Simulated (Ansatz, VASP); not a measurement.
Two plane-wave programs on BaZrO3

```xyz
5
Lattice="4.4156 0.0000 0.0000 0.0000 4.2054 0.0000 0.0000 0.0000 4.2054" Properties=species:S:1:pos:R:3 pbc="T T T"
Ba    0.0000    0.0000    0.0000
Zr    2.2078    2.1027    2.1027
O     2.2078    2.1027    0.0000
O     2.2078    0.0000    2.1027
O     0.0000    2.1027    2.1027
```

Change from the starting cell: uniaxial_x strain +5.0%.

Alike in both runs: task single point; functional PBE; k mesh 6 × 6 × 6; occupations fermi-dirac, width 0.02 eV; no spin polarisation.

|  | VASP | Ansatz |
| --- | --- | --- |
| version | VASP 6.6.1 | Ansatz 0.2.0 |
| potentials or method | VASP PAW PBE potentials, release 64 (Ba_sv, Zr_sv, O) | plane waves, PAW |
| plane-wave cutoff (eV) | 520 | 420 |
| valence electrons in the cell | 40 | 40 |

Ansatz gave:

```
gap on the k mesh at the Fermi level (eV)                     : 2.99
pressure (GPa)                                                : -4.1
traceless stress, the component that is largest in VASP (GPa) : -5.48
```

Question: What did VASP give for the same quantities?

Answer: gap on the k mesh at the Fermi level (eV): 2.95; pressure (GPa): -3.3; traceless stress, the component that is largest in VASP (GPa): -5.61.

Spin-orbit coupling is off throughout.
